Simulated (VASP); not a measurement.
# AlNi (P4mm) in VASP: further runs, part 2 of 2

VASP 6.6.1. The steps go on from the part before.

### Step 6. Single point, PBE (all Al atoms moved +0.188 Å, as atom 1 along Cartesian [0 0 1])

Contents of INCAR:

```
SYSTEM = AlNi
  PREC = Accurate
  ENCUT = 520
  EDIFF = 1E-7
  ISMEAR = 0
  SIGMA = 0.15
  LREAL = .False.
  LASPH = .True.
  NELM = 80
  ALGO = Fast
  ISIF = 2
  LWAVE = .False.
  LCHARG = .False.
  GGA = PE
  NBANDS = 14
```

Contents of KPOINTS:

```
regular mesh
0
Gamma
  20 20 20
  0 0 0
```

Contents of POSCAR:

```
AlNi
1.0
    2.0428098070     -2.0428098070      0.0000000000
    2.0428098070      2.0428098070      0.0000000000
    0.0000000000      0.0000000000      2.9011416498
Al Ni
1 1
Direct
    0.0000000000      0.0000000000      0.0646297295
    0.5000000000      0.5000000000      0.5000000000
```

Potentials or basis: VASP PAW PBE potentials, release 64 (Al, Ni).

Run with:

```bash
cat potpaw_PBE.64/Al/POTCAR potpaw_PBE.64/Ni/POTCAR > POTCAR
mpirun -np 1 vasp_std > vasp.out
```

OUTCAR:

```text
SYSTEM = AlNi
   PREC = Accurate
   ENCUT = 520
   EDIFF = 1E-7
   ISMEAR = 0
   LREAL = .False.
   LASPH = .True.
   NELM = 80
   ISIF = 2
   GGA = PE

 ion  position               nearest neighbor table
   1  0.000  0.000  0.065-   2 2.40   2 2.40   2 2.40   2 2.40   2 2.62   2 2.62   2 2.62   2 2.62

   2  0.500  0.500  0.500-   1 2.40   1 2.40   1 2.40   1 2.40   1 2.62   1 2.62   1 2.62   1 2.62

  LATTYP: Found a simple tetragonal cell.
 ALAT       =     2.8889693344
 C/A-ratio  =     1.0042133765

  Lattice vectors:

 A1 = (   2.0428098070,  -2.0428098070,   0.0000000000)
 A2 = (   2.0428098070,   2.0428098070,   0.0000000000)
 A3 = (   0.0000000000,   0.0000000000,   2.9011416498)

Analysis of symmetry for initial positions (statically):
=====================================================================
 Subroutine PRICEL returns:
 Original cell was already a primitive cell.

 Routine SETGRP: Setting up the symmetry group for a
 simple tetragonal supercell.

 Subroutine GETGRP returns: Found  8 space group operations
 (whereof  8 operations were pure point group operations)
 out of a pool of 16 trial point group operations.

The static configuration has the point symmetry C_4v.

Analysis of symmetry for dynamics (positions and initial velocities):
=====================================================================
 Subroutine PRICEL returns:
 Original cell was already a primitive cell.

 Routine SETGRP: Setting up the symmetry group for a
 simple tetragonal supercell.

 Subroutine GETGRP returns: Found  8 space group operations
 (whereof  8 operations were pure point group operations)
 out of a pool of 16 trial point group operations.

The dynamic configuration has the point symmetry C_4v.

 Subroutine INISYM returns: Found  8 space group operations
 (whereof  8 operations are pure point group operations),
 and found     1 'primitive' translations

----------------------------------------------------------------------------------------

                                     Primitive cell

  volume of cell :      24.2133

  direct lattice vectors                    reciprocal lattice vectors
     2.042809807 -2.042809807  0.000000000     0.244760916 -0.244760916  0.000000000
     2.042809807  2.042809807  0.000000000     0.244760916  0.244760916  0.000000000
     0.000000000  0.000000000  2.901141650     0.000000000  0.000000000  0.344691891

  length of vectors
     2.888969334  2.888969334  2.901141650     0.346144207  0.346144207  0.344691891

  position of ions in fractional coordinates (direct lattice)
     0.000000000  0.000000000  0.064629729
     0.500000000  0.500000000  0.500000000

  ion indices of the primitive-cell ions
   primitive index   ion index
                 1           1
                 2           2

----------------------------------------------------------------------------------------

 KPOINTS: regular mesh

Automatic generation of k-mesh.
 Grid dimensions read from file:
 generate k-points for:   20   20   20

 Generating k-lattice:

  Cartesian coordinates                     Fractional coordinates (reciprocal lattice)
     0.012238046 -0.012238046  0.000000000     0.050000000  0.000000000  0.000000000
     0.012238046  0.012238046  0.000000000     0.000000000  0.050000000  0.000000000
[... 43 lines left out ...]
   dimension x,y,z NGX =    24 NGY =   24 NGZ =   24
   dimension x,y,z NGXF=    48 NGYF=   48 NGZF=   48
   ions per type =               1   1
   NGX,Y,Z   is equivalent  to a cutoff of  13.81, 13.81, 13.75 a.u.
   NGXF,Y,Z  is equivalent  to a cutoff of  27.62, 27.62, 27.51 a.u.
 SYSTEM =  AlNi
   PREC   = accura    normal or accurate (medium, high low for compatibility)
   ISTART =      0    job   : 0-new  1-cont  2-samecut
   ICHARG =      2    charge: 1-file 2-atom 10-const
   ISPIN  =      1    spin polarized calculation?
   LNONCOLLINEAR =      F non collinear calculations
   LSORBIT =      F    spin-orbit coupling
   LASPH  =      T    aspherical Exc in radial PAW
   ENCUT  =  520.0 eV  38.22 Ry    6.18 a.u.   5.37  5.37  5.39*2*pi/ulx,y,z
   NELM   =     80;   NELMIN=  2; NELMDL= -5     # of ELM steps
   EDIFF  = 0.1E-06   stopping-criterion for ELM
   LREAL  =      F    real-space projection
   EDIFFG = 0.1E-05   stopping-criterion for IOM
   NSW    =      0    number of steps for IOM
   IBRION =     -1    ionic relax: 0-MD 1-quasi-New 2-CG
   NFREE  =      0    steps in history (QN), initial steepest desc. (CG)
   ISIF   =      2    stress and relaxation
   ISYM   =      2    0-nonsym 1-usesym 2-fastsym
   POTIM  = 0.5000    time-step for ionic-motion
   TEBEG  =    0.0;   TEEND  =   0.0 temperature during run
   PSTRESS=    0.0 pullay stress
   NELECT =      13.0000    total number of electrons
   NUPDOWN=      -1.0000    fix difference up-down
   EMIN   =  10.00;   EMAX   =-10.00  energy-range for DOS
   EFERMI =   0.00;   METHOD = LEGACY
   ISMEAR =     0;   SIGMA  =   0.15  broadening in eV -4-tet -1-fermi 0-gaus
   EFERMI_NEDOS =   21; number of points for ismear=-14 and -15
   IALGO  =     68    algorithm
   IMIX   =      4    mixing-type and parameters
     AMIX     =   0.40;   BMIX     =  1.00
     AMIX_MAG =   1.60;   BMIX_MAG =  1.00
  volume/ion in A,a.u.               =      12.11        81.70
  Fermi-wavevector in a.u.,A,eV,Ry     =   1.330570  2.514412 24.087974  1.770416
  Thomas-Fermi vector in A             =   2.459647
   LORBIT       =      0    0 simple, 1 ext, 2 COOP (PROOUT), +10 PAW based schemes
   GGA     = PE    functional components
   LHFCALC =     F    Hartree Fock is set to
   AEXX    =    0.0000 exact exchange contribution
   IVDW    =     0    specifies the selected vdW correction
   LEPSILON=     F    determine dielectric tensor
   LRPA    =     F    only Hartree local field effects (RPA)
 non-spin polarized calculation
 RMM-DIIS sequential band-by-band and
 Gauss-broadening in eV      SIGMA  =   0.15
  energy-cutoff  :      520.00
  volume of cell :       24.21
 maximum number of plane-waves:       672
 NGX is ok and might be reduce to    24
   NGX = 11   NGY = 11   NGZ = 11

 number of electron      13.0000013 magnetization

 Free energy of the ion-electron system (eV)
  ---------------------------------------------------
  ext. energy  EPLUGINS =         0.00000000
  ---------------------------------------------------
  free energy    TOTEN  =       -10.44275111 eV

  energy without entropy =      -10.43278380  energy(sigma->0) =      -10.43776746

 E-fermi :   9.8471     XC(G=0): -11.9791

 val. band max:        9.8467924816   @ k =   0.4000   0.2000   0.4000
 cond. band min:       9.8481966493   @ k =   0.4000   0.2500   0.4500
 fundamental gap:      0.0014041677
 Fermi energy:         9.8470672262

 k-point     1 :       0.0000    0.0000    0.0000
  band No.  band energies     occupation
      1      -1.1823      2.00000
      2       6.6394      2.00000
      3       6.6702      2.00000
      4       8.2979      2.00000
      5       8.3196      2.00000
      6       8.3196      2.00000
      7      15.2486      0.00000
      8      15.3660      0.00000
      9      15.3660      0.00000
     10      17.9667      0.00000
     11      18.0004      0.00000
     12      23.1655      0.00000
     13      30.3256      0.00000
     14      30.3287      0.00000
[... 377 lines left out ...]
      1      -0.2766      2.00000
      2       6.5446      2.00000
      3       6.8173      2.00000
      4       7.9283      2.00000
      5       8.0651      2.00000
      6       8.2810      2.00000
      7      11.7220      0.00000
      8      14.5744      0.00000
      9      16.5056      0.00000
     10      18.8428      0.00000
     11      21.7878      0.00000
     12      24.7595      0.00000
     13      25.9413      0.00000
     14      26.8900      0.00000

 [... further k-points ...]

------------------------ aborting loop because EDIFF is reached ----------------------------------------

  FORCE on cell =-STRESS in cart. coord.  units (eV):
  Direction    XX          YY          ZZ          XY          YZ          ZX
  --------------------------------------------------------------------------------------
  -------------------------------------------------------------------------------------
  Total        0.4419573      0.4419573      0.1386750      0.0000000      0.0000000      0.0000000
  in kB       29.2439557     29.2439557      9.1760111      0.0000000      0.0000000      0.0000000
  external PRESSURE =      22.5546408 kB  Pullay stress =       0.0000000 kB

 VOLUME and BASIS-vectors are now :
 -----------------------------------------------------------------------------
  energy-cutoff  :      520.00
  volume of cell :       24.21
      direct lattice vectors                 reciprocal lattice vectors
     2.042809807 -2.042809807  0.000000000     0.244760916 -0.244760916  0.000000000
     2.042809807  2.042809807  0.000000000     0.244760916  0.244760916  0.000000000
     0.000000000  0.000000000  2.901141650     0.000000000  0.000000000  0.344691891

 POSITION                                       TOTAL-FORCE (eV/Angst)
 -----------------------------------------------------------------------------------
      0.00000      0.00000      0.18750        -0.000000     -0.000000     -1.069295
      2.04281      0.00000      1.45057         0.000000      0.000000      1.069295
 -----------------------------------------------------------------------------------
    total drift:                                0.000000     -0.000000     -0.000101

  FREE ENERGIE OF THE ION-ELECTRON SYSTEM (eV)
  ---------------------------------------------------
  free  energy   TOTEN  =       -10.4427511084 eV

  energy  without entropy=      -10.4327838019  energy(sigma->0) =      -10.43776746
```

OSZICAR:

```text
N       E                     dE             d eps       ncg     rms          rms(c)
DAV:   1     0.404364208693E+02    0.40436E+02   -0.53546E+03 20606   0.962E+02
DAV:   2    -0.100860401653E+02   -0.50522E+02   -0.45626E+02 21648   0.178E+02
DAV:   3    -0.118265073974E+02   -0.17405E+01   -0.17215E+01 26070   0.368E+01
DAV:   4    -0.118498858948E+02   -0.23378E-01   -0.23372E-01 24120   0.390E+00
DAV:   5    -0.118505733209E+02   -0.68743E-03   -0.68741E-03 26472   0.727E-01    0.117E+01
RMM:   6    -0.136939813313E+02   -0.18434E+01   -0.13730E+01 24662   0.461E+01    0.164E+01
RMM:   7    -0.104581119963E+02    0.32359E+01   -0.38805E+00 22796   0.241E+01    0.116E+00
RMM:   8    -0.104515784063E+02    0.65336E-02   -0.79798E-02 21943   0.268E+00    0.667E-01
RMM:   9    -0.104453863325E+02    0.61921E-02   -0.22980E-02 23559   0.919E-01    0.467E-01
RMM:  10    -0.104428345815E+02    0.25518E-02   -0.67782E-03 25225   0.101E+00    0.151E-01
RMM:  11    -0.104428532210E+02   -0.18639E-04   -0.85401E-04 27402   0.351E-01    0.108E-01
RMM:  12    -0.104427439795E+02    0.10924E-03   -0.34274E-04 27173   0.198E-01    0.331E-02
RMM:  13    -0.104427505314E+02   -0.65519E-05   -0.93127E-05 29915   0.699E-02    0.766E-03
RMM:  14    -0.104427510546E+02   -0.52315E-06   -0.12344E-05 30269   0.244E-02    0.738E-03
RMM:  15    -0.104427509909E+02    0.63686E-07   -0.11637E-06 27171   0.102E-02    0.625E-03
RMM:  16    -0.104427510972E+02   -0.10630E-06   -0.34370E-07 20086   0.427E-03    0.245E-03
RMM:  17    -0.104427511084E+02   -0.11168E-07   -0.54211E-08 13532   0.223E-03
   1 F= -.10442751E+02 E0= -.10437767E+02  d E =-.996731E-02
```

stdout:

```text
POSCAR found type information on POSCAR AlNi
 POSCAR found :  2 types and       2 ions
 scaLAPACK will be used
 LDA part: xc-table for (Slater+PW92), standard interpolation
 POSCAR, INCAR and KPOINTS ok, starting setup
 FFT: planning ... GRIDC
 FFT: planning ... GRID_SOFT
 FFT: planning ... GRID
 WAVECAR not read
 entering main loop
WARNING in EDDRMM: call to ZHEGV failed, returncode =   8  4     14
WARNING in EDDRMM: call to ZHEGV failed, returncode =   8  4     14
WARNING in EDDRMM: call to ZHEGV failed, returncode =   6  3     14
WARNING in EDDRMM: call to ZHEGV failed, returncode =   8  4     13
WARNING in EDDRMM: call to ZHEGV failed, returncode =   8  4     13
WARNING in EDDRMM: call to ZHEGV failed, returncode =   8  4     14
WARNING in EDDRMM: call to ZHEGV failed, returncode =   6  3     13
WARNING in EDDRMM: call to ZHEGV failed, returncode =   6  3     12
 num prob WARNING in EDDRMM: call to ZHEGV failed, returncode =   8  4     14
WARNING in EDDRMM: call to ZHEGV failed, returncode =   8  4     13
WARNING in EDDRMM: call to ZHEGV failed, returncode =   8  4     14
```

It took 5.1 min on 1 thread of Intel Xeon 8259CL, shared host; peak memory 0.36 GiB.

What came out:

```yaml
Free_energy: -10.4428 eV
Pressure: 2.3 GPa
Largest_force: 1.069 eV/Å
Band_gap_on_the_k_mesh: zero (an odd number of electrons rules out a gap without spin polarisation)
```

Forces on the atoms (eV/Å):
```
Al   0.000  0.000 -1.069
Ni   0.000  0.000  1.069
```

Levels at points of the mesh, in eV from the Fermi level:
```tsv
k point	band 4	band 5	band 6	band 7	band 8	band 9	band 10	band 11
(0.00, 0.00, 0.00)	-1.55	-1.53	-1.53	5.40	5.52	5.52	8.12	8.15
(0.50, 0.00, 0.00)	-2.25	-2.22	-1.45	-0.65	8.32	10.04	10.05	10.49
(0.50, 0.50, 0.00)	-2.91	-1.95	-1.95	-1.01	1.46	2.41	12.22	14.20
(0.00, 0.00, 0.50)	-2.20	-2.20	-1.47	-0.64	8.36	9.83	9.83	10.95
(0.50, 0.00, 0.50)	-2.67	-2.08	-2.03	-1.01	1.46	2.37	12.24	14.89
(0.50, 0.50, 0.50)	-0.98	-0.98	1.93	1.93	2.08	3.33	4.48	4.48
```

Caveat: the cell differs from its parent crystal (all Al atoms moved +0.188 Å, as atom 1 along Cartesian [0 0 1]); forces of over 1 eV/Å act on the atoms, so gaps and moduli don't describe the material at rest. Spin polarisation is off, so any magnetic state and its effect on volume and gap are missing.

### Step 7. The runs side by side

```tsv
cell	further INCAR settings	gap on the mesh (eV)	pressure (GPa)	largest force (eV/Å)
as given, atomic positions A	ALGO = Fast; EDIFF = 1e-06; NBANDS = 14	none	5.6	1.71
as given, atomic positions B	ALGO = Fast; EDIFF = 1e-06; NBANDS = 14	none	3.1	1.28
as given, atomic positions C	ALGO = Fast; EDIFF = 1e-06; NBANDS = 14	none	1.4	0.86
as given, atomic positions D	ALGO = Fast; EDIFF = 1e-06; NBANDS = 14	none	4.2	1.50
as given, atomic positions E	ALGO = Fast; EDIFF = 1e-07; NBANDS = 14	none	2.3	1.07
```

Alike in all rows: task single point; level PBE; potentials or basis VASP PAW PBE potentials, release 64 (Al, Ni); no spin polarisation; k mesh 20 × 20 × 20; cutoff (eV) 520; smearing gaussian 0.15 eV.

Caveats: forces of over 1 eV/Å act on the atoms, so gaps and moduli don't describe the material at rest (at least some runs); the cell stands under pressure (at least some runs).

Total energies depend on the potentials used, so only differences within one code and one set of settings carry meaning.
